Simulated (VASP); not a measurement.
# CuSi16 (a cell with a defect) in VASP: a series of runs, part 2 of 2

VASP 6.6.1. Earlier steps stand in the parts before.

## Step 3: Single point, PBE

Contents of INCAR:

```
SYSTEM = CuSi16
  PREC = Accurate
  ENCUT = 520
  EDIFF = 1E-6
  ISMEAR = 0
  SIGMA = 0.02
  LREAL = Auto
  LASPH = .True.
  NELM = 80
  ALGO = Normal
  ISIF = 2
  LWAVE = .False.
  LCHARG = .False.
  GGA = PE
  NBANDS = 52
  NELECT = 74.0
```

Contents of KPOINTS:

```
Automatic mesh
0
Gamma
  2 2 2
  0 0 0
```

Contents of POSCAR:

```
CuSi16
1.0
    0.0000000000      5.4300000000      5.4300000000
    5.4300000000      0.0000000000      5.4300000000
    5.4300000000      5.4300000000      0.0000000000
Si Cu
16 1
Direct
   -0.0027346554      0.0135005890     -0.0029995937
    0.1202415979      0.1391126198      0.1203311868
   -0.0027372708      0.0134943873      0.4922489859
    0.1336190581      0.1169596680      0.6247139777
   -0.0041701896      0.5125874709     -0.0041927217
    0.1192897132      0.6390294391      0.1188554180
    0.0060129233      0.5049393779      0.4945346689
    0.1192902014      0.6390224830      0.6228554511
    0.4921243183      0.0132572206     -0.0026789265
    0.6249939368      0.1170016849      0.1329725448
    0.5132093997     -0.0388931899      0.5128521618
    0.6249903613      0.1170063522      0.6250548776
    0.4949762191      0.5053055794      0.0046305113
    0.6228122500      0.6387514772      0.1192254054
    0.4949795160      0.5053109864      0.4951033863
    0.6376302344      0.5897609078      0.6363174696
    0.3908258563      0.3322255064      0.3884884767
```

Potentials or basis: VASP PAW PBE potentials, release 64 (Si, Cu).

On the command line:

```bash
cat potpaw_PBE.64/Si/POTCAR potpaw_PBE.64/Cu/POTCAR > POTCAR
mpirun -np 1 vasp_std > vasp.out
```

OUTCAR:

```text
SYSTEM = CuSi16
   PREC = Accurate
   ENCUT = 520
   EDIFF = 1E-6
   ISMEAR = 0
   LREAL = Auto
   LASPH = .True.
   NELM = 80
   ISIF = 2
   GGA = PE
   NELECT = 74.0

 ion  position               nearest neighbor table
   1  0.997  0.014  0.997-   2 2.33  10 2.34   4 2.34   6 2.35
   2  0.120  0.139  0.120-   9 2.33   3 2.33   1 2.33   5 2.34
   3  0.997  0.013  0.492-   2 2.33  12 2.34   4 2.34   8 2.35
   4  0.134  0.117  0.625-   3 2.34   1 2.34  11 2.39   7 2.43  17 2.57
   5  0.996  0.513  0.996-   6 2.34   8 2.34  14 2.34   2 2.34
[... 641 lines left out ...]
  Total       -1.8023693     -1.8022335     -1.8416519     -0.1873761     -0.2150071      0.2147220
  in kB       -9.0183042     -9.0176244     -9.2148581     -0.9375519     -1.0758056      1.0743793
  external PRESSURE =      -9.0835956 kB  Pullay stress =       0.0000000 kB

 VOLUME and BASIS-vectors are now :
 -----------------------------------------------------------------------------
  energy-cutoff  :      520.00
  volume of cell :      320.21
      direct lattice vectors                 reciprocal lattice vectors
     0.000000000  5.430000000  5.430000000    -0.092081031  0.092081031  0.092081031
     5.430000000  0.000000000  5.430000000     0.092081031 -0.092081031  0.092081031
     5.430000000  5.430000000  0.000000000     0.092081031  0.092081031 -0.092081031

 POSITION                                       TOTAL-FORCE (eV/Angst)
 -----------------------------------------------------------------------------------
      5.48702     10.82886      5.48846        -0.003693      0.002001     -0.004236
      1.40878      1.30631      1.40829         0.002041     -0.002036      0.001247
      2.74619      8.08805      5.48841        -0.001957      0.003718     -0.004223
      4.02729      4.11775      1.36064         0.006147     -0.005836      0.003285
      8.19058     10.81459      8.19071         0.001267     -0.001698     -0.004857
      4.11531      1.29313      4.11767        -0.003469     -0.000959      0.000057
[... 9 lines left out ...]
      6.65761      6.91754      6.66473         0.001834     -0.001981     -0.001375
      3.91348      4.23168      3.92617         0.011427     -0.011472      0.005769
 -----------------------------------------------------------------------------------
    total drift:                               -0.003643      0.003784     -0.006821

  FREE ENERGIE OF THE ION-ELECTRON SYSTEM (eV)
  ---------------------------------------------------
  free  energy   TOTEN  =       -94.2209591778 eV

  energy  without entropy=      -94.2209591778  energy(sigma->0) =      -94.22095918
```

OSZICAR:

```text
N       E                     dE             d eps       ncg     rms          rms(c)
DAV:   1     0.330600783186E+03    0.33060E+03   -0.27602E+04   832   0.123E+03
[... 11 lines left out ...]
DAV:  13    -0.942263534842E+02   -0.66731E-02   -0.67386E-02  1344   0.504E+00    0.544E-01
DAV:  14    -0.942216322866E+02    0.47212E-02   -0.19061E-02  1312   0.291E+00    0.234E-01
DAV:  15    -0.942211407549E+02    0.49153E-03   -0.26667E-03  1344   0.778E-01    0.110E-01
DAV:  16    -0.942210574448E+02    0.83310E-04   -0.38221E-04  1352   0.193E-01    0.691E-02
DAV:  17    -0.942209745082E+02    0.82937E-04   -0.10387E-04  1288   0.290E-01    0.341E-02
DAV:  18    -0.942209565917E+02    0.17917E-04   -0.10372E-04  1344   0.209E-01    0.727E-03
DAV:  19    -0.942209587019E+02   -0.21102E-05   -0.28019E-05  1264   0.417E-02    0.432E-03
DAV:  20    -0.942209591778E+02   -0.47590E-06   -0.45288E-07   600   0.143E-02
   1 F= -.94220959E+02 E0= -.94220959E+02  d E =-.780219E-18
```

Wall time 4.3 min (1 thread of Intel Xeon Platinum 8559C (Emerald Rapids), shared host); peak memory 0.49 GiB.

What came out:

```
Free energy   : -94.2210 eV
Largest force : 0.017 eV/Å
```

Forces on the atoms (eV/Å):
```
Si  -0.004  0.002 -0.004
Si   0.002 -0.002  0.001
Si  -0.002  0.004 -0.004
Si   0.006 -0.006  0.003
Si   0.001 -0.002 -0.005
Si  -0.003 -0.001  0.000
Si   0.000  0.000 -0.008
Si   0.001  0.003  0.000
Si  -0.004  0.004 -0.002
Si   0.003 -0.003  0.004
Si  -0.005  0.005 -0.001
Si   0.003 -0.002  0.004
Si  -0.008  0.003  0.002
Si   0.000  0.000  0.003
Si  -0.003  0.008  0.002
Si   0.002 -0.002 -0.001
Cu   0.011 -0.011  0.006
```

Levels at points of the mesh, in eV from the Fermi level:
| k point | band 35 | band 36 | band 37 | band 38 | band 39 | band 40 |
| --- | --- | --- | --- | --- | --- | --- |
| (0.00, 0.00, 0.00) | -0.58 | -0.12 | -0.12 | 0.25 | 0.68 | 0.68 |
| (0.50, 0.00, 0.00) | -0.77 | -0.69 | -0.60 | 0.65 | 1.15 | 1.35 |
| (0.00, 0.50, 0.00) | -0.85 | -0.66 | -0.65 | 0.49 | 1.33 | 1.40 |
| (0.00, 0.00, 0.50) | -0.77 | -0.69 | -0.61 | 0.65 | 1.16 | 1.35 |
| (0.50, 0.50, 0.50) | -0.77 | -0.69 | -0.61 | 0.65 | 1.16 | 1.35 |
| (0.50, 0.50, 0.00) | -1.37 | -1.34 | -0.89 | 0.74 | 1.13 | 2.09 |
| (0.00, 0.50, 0.50) | -1.37 | -1.34 | -0.89 | 0.74 | 1.13 | 2.09 |
| (0.50, 0.00, 0.50) | -1.37 | -1.34 | -0.89 | 0.74 | 1.13 | 2.09 |

Caveat: the k points lie up to 0.50 Å⁻¹ apart; the cell carries a net charge on a neutralising background, which shifts energy and pressure; the cell is charged against a uniform background, so pressure and absolute levels hang on convention.

## Step 4: Single point, PBE

Contents of INCAR:

```
SYSTEM = CuSi16
PREC = Accurate
ENCUT = 520
EDIFF = 1E-6
ISMEAR = 0
SIGMA = 0.02
LREAL = Auto
LASPH = .True.
NELM = 80
ALGO = Normal
ISIF = 2
LWAVE = .False.
LCHARG = .True.
GGA = PE
LELF = .True.
LVHAR = .True.
NELECT = 74.0
NBANDS = 52
```

Contents of KPOINTS:

```
regular mesh
0
Gamma
  2 2 2
  0 0 0
```

Contents of POSCAR:

```
CuSi16
1.0
    0.0000000000      5.4300000000      5.4300000000
    5.4300000000      0.0000000000      5.4300000000
    5.4300000000      5.4300000000      0.0000000000
Si Cu
16 1
Direct
   -0.0131924494      0.0009806630      0.0052941068
    0.1202511971      0.1317226519      0.1167572744
    0.0332528545     -0.0101267035      0.4854434622
    0.1188883057      0.1281761510      0.6296162983
   -0.0146986188      0.5071960405      0.0062315838
    0.1141117864      0.6277804788      0.1299394107
   -0.0129954880      0.5047306630      0.5031588398
    0.1188408840      0.6214364641      0.6309189687
    0.5068597606      0.0011774401     -0.0093505525
    0.6122844383      0.1312430018      0.1277308471
    0.5075008287     -0.0012934622      0.5000767035
    0.6619732044      0.1124150092      0.6119910681
    0.4875374770      0.5033422652      0.0055674954
    0.6108482505      0.6287228361      0.1289602210
    0.5066999079      0.4921973297      0.5011566298
    0.6124306630      0.6263116943      0.6336573665
    0.2903117864      0.2383152855      0.7293055249
```

On the command line:

```bash
cat potpaw_PBE.64/Si/POTCAR potpaw_PBE.64/Cu/POTCAR > POTCAR
mpirun -np 1 vasp_std > vasp.out
```

Wall time 4.8 min (1 thread of Intel Xeon Platinum 8559C (Emerald Rapids), shared host); peak memory 0.49 GiB.

Results (log left out):

```yaml
Free_energy: -94.2198 eV
Largest_force: 0.029 eV/Å
```

Forces in eV/Å, atoms in the order of the input:
```
Si  -0.015 -0.001 -0.015
Si   0.006 -0.001 -0.009
Si  -0.011  0.008 -0.004
Si  -0.008 -0.010  0.001
Si   0.003  0.020  0.016
Si   0.022 -0.011 -0.009
Si  -0.017 -0.015 -0.009
Si   0.007 -0.021  0.014
Si   0.012  0.026 -0.007
Si   0.013 -0.006  0.014
Si  -0.018 -0.006 -0.011
Si  -0.010 -0.003  0.004
Si   0.002  0.003 -0.008
Si  -0.027 -0.011  0.000
Si   0.006  0.003  0.021
Si   0.017  0.009  0.002
Cu   0.017  0.017  0.000
```

Levels at points of the mesh, in eV from the Fermi level:
```
           k point  band 35  band 36  band 37  band 38  band 39  band 40
(0.00, 0.00, 0.00)    -0.59    -0.14    -0.12     0.22     0.66     0.67
(0.50, 0.00, 0.00)    -0.85    -0.68    -0.66     0.48     1.30     1.39
(0.00, 0.50, 0.00)    -0.79    -0.71    -0.62     0.63     1.15     1.35
(0.00, 0.00, 0.50)    -0.79    -0.70    -0.59     0.63     1.14     1.35
(0.50, 0.50, 0.50)    -0.78    -0.71    -0.64     0.64     1.15     1.34
(0.50, 0.50, 0.00)    -1.38    -1.35    -0.90     0.72     1.12     2.08
(0.00, 0.50, 0.50)    -1.37    -1.36    -0.89     0.72     1.12     2.08
(0.50, 0.00, 0.50)    -1.39    -1.35    -0.91     0.73     1.11     2.08
```

Caveat: the k points lie up to 0.50 Å⁻¹ apart; the cell carries a net charge on a neutralising background, which shifts energy and pressure; the cell is charged against a uniform background, so pressure and absolute levels hang on convention.
